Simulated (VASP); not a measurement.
# Ca (I4/mmm) in VASP: further runs, part 2 of 2

VASP 6.6.1. Earlier steps stand in the parts before.

**4. Single point, PBEsol**

INCAR

```
PREC = Accurate
ENCUT = 520
EDIFF = 1E-7
ISMEAR = -1
SIGMA = 0.05
LREAL = F
LASPH = T
NELM = 60
ALGO = Normal
ISIF = 2
LWAVE = F
LCHARG = T
GGA = PS
LELF = T
LVHAR = T
NBANDS = 11
```

KPOINTS

```
regular mesh
0
Gamma
  7 7 7
```

POSCAR

```
Ca
1.0
   -2.2052050000      2.2052050000      2.1961150000
    2.2052050000     -2.2052050000      2.1961150000
    2.2052050000      2.2052050000     -2.1961150000
Ca
1
Direct
    0.5000000000      0.5000000000      0.0000000000
```

Potentials or basis: VASP PAW PBE potentials, release 64 (Ca_sv).

Launch:

```bash
$ cat potpaw_PBE.64/Ca_sv/POTCAR > POTCAR
$ mpirun -np 1 vasp_std > vasp.out
```

OUTCAR:

```text
PREC = Accurate
   ENCUT = 520
   EDIFF = 1E-7
   ISMEAR = -1
   LREAL = F
   LASPH = T
   NELM = 60
   ISIF = 2
   GGA = PS

 ion  position               nearest neighbor table
   1  0.500  0.500  0.000-

  LATTYP: Found a body centered tetragonal cell.
 ALAT       =     4.4104100000
 C/A-ratio  =     0.9958779343

  Lattice vectors:

 A1 = (  -2.2052050000,   2.2052050000,   2.1961150000)
 A2 = (   2.2052050000,  -2.2052050000,   2.1961150000)
 A3 = (   2.2052050000,   2.2052050000,  -2.1961150000)

Analysis of symmetry for initial positions (statically):
=====================================================================
 Subroutine PRICEL returns:
 Original cell was already a primitive cell.

 Routine SETGRP: Setting up the symmetry group for a
 body centered tetragonal supercell.

 Subroutine GETGRP returns: Found 16 space group operations
 (whereof 16 operations were pure point group operations)
 out of a pool of 16 trial point group operations.

The static configuration has the point symmetry D_4h.

Analysis of symmetry for dynamics (positions and initial velocities):
=====================================================================
 Subroutine PRICEL returns:
 Original cell was already a primitive cell.

 Routine SETGRP: Setting up the symmetry group for a
 body centered tetragonal supercell.

 Subroutine GETGRP returns: Found 16 space group operations
 (whereof 16 operations were pure point group operations)
 out of a pool of 16 trial point group operations.

The dynamic configuration has the point symmetry D_4h.

 Subroutine INISYM returns: Found 16 space group operations
 (whereof 16 operations are pure point group operations),
 and found     1 'primitive' translations

----------------------------------------------------------------------------------------

                                     Primitive cell

  volume of cell :      42.7182

  direct lattice vectors                    reciprocal lattice vectors
    -2.205205000  2.205205000  2.196115000     0.000000000  0.226736290  0.227674780
     2.205205000 -2.205205000  2.196115000     0.226736290  0.000000000  0.227674780
     2.205205000  2.205205000 -2.196115000     0.226736290  0.226736290  0.000000000

  length of vectors
     3.814286208  3.814286208  3.814286208     0.321317834  0.321317834  0.320653536

  position of ions in fractional coordinates (direct lattice)
     0.500000000  0.500000000  0.000000000

  ion indices of the primitive-cell ions
   primitive index   ion index
                 1           1

----------------------------------------------------------------------------------------

 KPOINTS: regular mesh

Automatic generation of k-mesh.
 Grid dimensions read from file:
 generate k-points for:    7    7    7

 Generating k-lattice:

  Cartesian coordinates                     Fractional coordinates (reciprocal lattice)
     0.000000000  0.032390899  0.032524969     0.142857143 -0.000000000  0.000000000
     0.032390899  0.000000000  0.032524969    -0.000000000  0.142857143  0.000000000
     0.032390899  0.032390899  0.000000000     0.000000000  0.000000000  0.142857143

  Length of vectors
     0.045902548  0.045902548  0.045807648

  Shift w.r.t. Gamma in fractional coordinates (k-lattice)
     0.000000000  0.000000000  0.000000000

 Subroutine IBZKPT returns following result:
 ===========================================

 Found     40 irreducible k-points:

 Following reciprocal coordinates:
            Coordinates               Weight
  0.000000  0.000000  0.000000      1.000000
  0.142857  0.000000 -0.000000      8.000000
  0.285714 -0.000000  0.000000      8.000000
  0.428571  0.000000 -0.000000      8.000000
  0.142857  0.142857  0.000000      8.000000
  0.285714  0.142857  0.000000     16.000000
[... 16 lines left out ...]
 -0.142857  0.285714  0.142857      8.000000
 -0.428571  0.428571  0.142857      8.000000
 [... further k-points ...]
   k-points           NKPTS =     40   k-points in BZ     NKDIM =     40   number of bands    NBANDS=     11
   number of dos      NEDOS =    301   number of ions     NIONS =      1
   total plane-waves  NPLWV =  21952
   dimension x,y,z NGX =    28 NGY =   28 NGZ =   28
   dimension x,y,z NGXF=    56 NGYF=   56 NGZF=   56
   ions per type =               1
   NGX,Y,Z   is equivalent  to a cutoff of  12.20, 12.20, 12.20 a.u.
   NGXF,Y,Z  is equivalent  to a cutoff of  24.41, 24.41, 24.41 a.u.
 SYSTEM =  unknown system
   PREC   = accura    normal or accurate (medium, high low for compatibility)
   ISTART =      0    job   : 0-new  1-cont  2-samecut
   ICHARG =      2    charge: 1-file 2-atom 10-const
   ISPIN  =      1    spin polarized calculation?
   LNONCOLLINEAR =      F non collinear calculations
   LSORBIT =      F    spin-orbit coupling
   LASPH  =      T    aspherical Exc in radial PAW
   ENCUT  =  520.0 eV  38.22 Ry    6.18 a.u.   7.09  7.09  7.09*2*pi/ulx,y,z
   NELM   =     60;   NELMIN=  2; NELMDL= -5     # of ELM steps
   EDIFF  = 0.1E-06   stopping-criterion for ELM
   LREAL  =      F    real-space projection
   EDIFFG = 0.1E-05   stopping-criterion for IOM
   NSW    =      0    number of steps for IOM
   IBRION =     -1    ionic relax: 0-MD 1-quasi-New 2-CG
   NFREE  =      0    steps in history (QN), initial steepest desc. (CG)
   ISIF   =      2    stress and relaxation
   ISYM   =      2    0-nonsym 1-usesym 2-fastsym
   POTIM  = 0.5000    time-step for ionic-motion
   TEBEG  =    0.0;   TEEND  =   0.0 temperature during run
   PSTRESS=    0.0 pullay stress
   NELECT =      10.0000    total number of electrons
   NUPDOWN=      -1.0000    fix difference up-down
   EMIN   =  10.00;   EMAX   =-10.00  energy-range for DOS
[... 5 lines left out ...]
     AMIX     =   0.40;   BMIX     =  1.00
     AMIX_MAG =   1.60;   BMIX_MAG =  1.00
  volume/ion in A,a.u.               =      42.72       288.28
  Fermi-wavevector in a.u.,A,eV,Ry     =   1.008952  1.906643 13.850514  1.017984
  Thomas-Fermi vector in A             =   2.141850
   LORBIT       =      0    0 simple, 1 ext, 2 COOP (PROOUT), +10 PAW based schemes
   GGA     = PS    functional components
   LHFCALC =     F    Hartree Fock is set to
   AEXX    =    0.0000 exact exchange contribution
   IVDW    =     0    specifies the selected vdW correction
   LEPSILON=     F    determine dielectric tensor
   LRPA    =     F    only Hartree local field effects (RPA)
 non-spin polarized calculation
  energy-cutoff  :      520.00
  volume of cell :       42.72
 maximum number of plane-waves:      1168
   NGX = 15   NGY = 15   NGZ = 15

 number of electron      10.0000001 magnetization

 Free energy of the ion-electron system (eV)
  ---------------------------------------------------
  ext. energy  EPLUGINS =         0.00000000
  ---------------------------------------------------
  free energy    TOTEN  =        -2.11974150 eV

  energy without entropy =       -2.10397339  energy(sigma->0) =       -2.11185745

 E-fermi :   1.8811     XC(G=0):  -7.7716

 val. band max:        1.8804927390   @ k =   0.4286   0.1429  -0.0000
 cond. band min:       1.9044504065   @ k =  -0.4286  -0.4286   0.1429
 fundamental gap:      0.0239576674
 Fermi energy:         1.8811234384

 k-point     1 :       0.0000    0.0000    0.0000
  band No.  band energies     occupation
      1     -40.0290      2.00000
      2     -21.0212      2.00000
      3     -21.0201      2.00000
      4     -21.0201      2.00000
      5      -2.1644      2.00000
      6       4.1404      0.00000
      7       4.1586      0.00000
      8       4.1586      0.00000
      9       5.1947      0.00000
     10       5.2186      0.00000
     11      12.0284      0.00000

 k-point     2 :       0.1429    0.0000   -0.0000
  band No.  band energies     occupation
      1     -40.0263      2.00000
      2     -21.0468      2.00000
      3     -21.0288      2.00000
      4     -21.0206      2.00000
      5      -1.8019      2.00000
      6       3.9386      0.00000
      7       3.9712      0.00000
      8       4.4222      0.00000
      9       5.0286      0.00000
     10       5.2132      0.00000
     11      11.3660      0.00000
[... 295 lines left out ...]
 k-point    24 :      -0.4286    0.4286    0.1429
  band No.  band energies     occupation
      1     -40.0133      2.00000
      2     -21.1435      2.00000
      3     -21.0746      2.00000
      4     -21.0388      2.00000
      5       0.8453      2.00000
      6       2.2362      0.00165
      7       3.5079      0.00000
      8       4.5449      0.00000
      9       5.4925      0.00000
     10       5.9950      0.00000
     11       7.3868      0.00000

 [... further k-points ...]
[... 5 lines left out ...]
  --------------------------------------------------------------------------------------
  -------------------------------------------------------------------------------------
  Total       -0.2130864     -0.2130864     -0.2262210      0.0000000     -0.0000000      0.0000000
  in kB       -7.9919612     -7.9919612     -8.4845815      0.0000000     -0.0000000      0.0000000
  external PRESSURE =      -8.1561680 kB  Pullay stress =       0.0000000 kB

 VOLUME and BASIS-vectors are now :
 -----------------------------------------------------------------------------
  energy-cutoff  :      520.00
  volume of cell :       42.72
      direct lattice vectors                 reciprocal lattice vectors
    -2.205205000  2.205205000  2.196115000     0.000000000  0.226736290  0.227674780
     2.205205000 -2.205205000  2.196115000     0.226736290  0.000000000  0.227674780
     2.205205000  2.205205000 -2.196115000     0.226736290  0.226736290  0.000000000

 POSITION                                       TOTAL-FORCE (eV/Angst)
 -----------------------------------------------------------------------------------
      0.00000      0.00000      2.19611         0.000000     -0.000000      0.000000
 -----------------------------------------------------------------------------------
    total drift:                                0.000000     -0.000000      0.000000

  FREE ENERGIE OF THE ION-ELECTRON SYSTEM (eV)
  ---------------------------------------------------
  free  energy   TOTEN  =        -2.1197415038 eV

  energy  without entropy=       -2.1039733895  energy(sigma->0) =       -2.11185745
```

It took 13 s on 1 thread of Intel Xeon Platinum 8375C at 2.90GHz (Ice Lake), shared host; peak memory 0.16 GiB.

What came out:

```yaml
Free_energy: -2.1197 eV
Pressure: -0.8 GPa
Band_gap_on_the_k_mesh: zero (band 5 reaches 2.12 eV, above the bottom of band 6 at 1.87 eV)
```

Levels at points of the mesh, in eV from the Fermi level:
| k point | band 2 | band 3 | band 4 | band 5 | band 6 | band 7 | band 8 | band 9 |
| --- | --- | --- | --- | --- | --- | --- | --- | --- |
| (0.00, 0.00, 0.00) | -22.90 | -22.90 | -22.90 | -4.05 | 2.26 | 2.28 | 2.28 | 3.31 |

Caveat: the PAW data sets were made with another functional, which shifts forces and pressure a little.

**5. The runs side by side**

```csv
smearing,gap on the mesh (eV),pressure (GPa)
fermi-dirac 0.3 eV,none,-0.8
fermi-dirac 0.2 eV,none,-0.8
fermi-dirac 0.05 eV,none,-0.8
```

Alike in all rows: task single point; level PBEsol; potentials or basis VASP PAW PBE potentials, release 64 (Ca_sv); no spin polarisation; cell as given; k mesh 7 × 7 × 7; cutoff (eV) 520.

Every run on the cell as given and a fine mesh finds a metal.

Caveats: the PAW data sets were made with another functional, which shifts forces and pressure a little.

Absolute energies hang on the potentials; compare differences alone.
